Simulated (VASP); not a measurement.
ZnS: elastic constants with PBE

The system is ZnS.

```xyz
2
Lattice="0.0000 2.7020 2.7020 2.7020 0.0000 2.7020 2.7020 2.7020 0.0000" Properties=species:S:1:pos:R:3 pbc="T T T"
Zn    4.0530    4.0530    4.0530
S     0.0000    0.0000    0.0000
```

```yaml
Program: VASP 6.6.1
Task: elastic constants
Functional: PBE
Potentials_or_basis: VASP PAW PBE potentials, release 64 (Zn, S)
Cutoff: 600 eV
k_mesh: 7 × 7 × 7
Occupations: fermi-dirac, width 0.05 eV
Spin: no spin polarisation
Dipole_correction: no
Ions_in_elastic_constants: relaxed
Further_INCAR_settings: ALGO = Normal; EDIFF = 1e-08; NBANDS = 16; IBRION = 6; POTIM = 0.015; NSW = 1; ISIF = 3
```

The elastic constants C11, C12, C44 are 102, 62, 47 GPa and the voigt bulk modulus is 75 GPa. The highest phonon frequency at Γ, LO-TO splitting left out is 271 cm⁻¹.

Phonon frequencies in cm⁻¹ (negative: imaginary):
```
              q point        frequencies
(0.000, 0.000, 0.000)  0 0 0 271 271 271
```

Elastic tensor in Voigt notation (GPa, in the Cartesian axes of the cell as first typed):
```
102  62  62   0   0   0
 62 102  62   0   0   0
 62  62 102   0   0   0
  0   0   0  47   0   0
  0   0   0   0  47   0
  0   0   0   0   0  47
```

Clamped-ion elastic tensor (GPa):
```
102  62  62   0   0   0
 62 102  62   0   0   0
 62  62 102   0   0   0
  0   0   0  70   0   0
  0   0   0   0  70   0
  0   0   0   0   0  70
```

Wall time 14 min on 1 thread of Intel Xeon 8259CL (shared host), peak memory 0.29 GiB.

Caveat: the cell is under stress, which shifts elastic constants.
